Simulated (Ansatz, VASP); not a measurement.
# Two plane-wave programs on Si

```
CELL_PARAMETERS angstrom
0.00000 2.71681 2.71681
2.71681 0.00000 2.71681
2.71681 2.71681 0.00000
ATOMIC_POSITIONS crystal
Si 0.75000 0.75000 0.75000
Si 0.50000 0.50000 0.50000
```

Alike in both runs: functional PBEsol; k mesh 12 × 12 × 12; no spin polarisation.

Ansatz relaxed the structure, and its values are those at the end. VASP's run is a single point on that final structure, the one shown.

|  | VASP | Ansatz |
| --- | --- | --- |
| version | VASP 6.6.1 | Ansatz 0.2.0 |
| potentials or method | VASP PAW PBE potentials, release 64 (Si), cutoff 520 eV | scalar-relativistic, plane waves, PAW |
| occupations | gaussian, width 0.01 eV | fixed |
| valence electrons in the cell | 8 | 8 |

|  | VASP | Ansatz | Ansatz less VASP |
| --- | --- | --- | --- |
| gap on the k mesh at the Fermi level (eV) | 0.46 | 0.46 | +0.005 |
| least direct gap on the mesh (eV) | 2.52 | 2.52 | +0.003 |
| pressure (GPa) | 0.1 | 0.0 | -0.11 |

VASP's potentials were made for PBE, not for PBEsol.
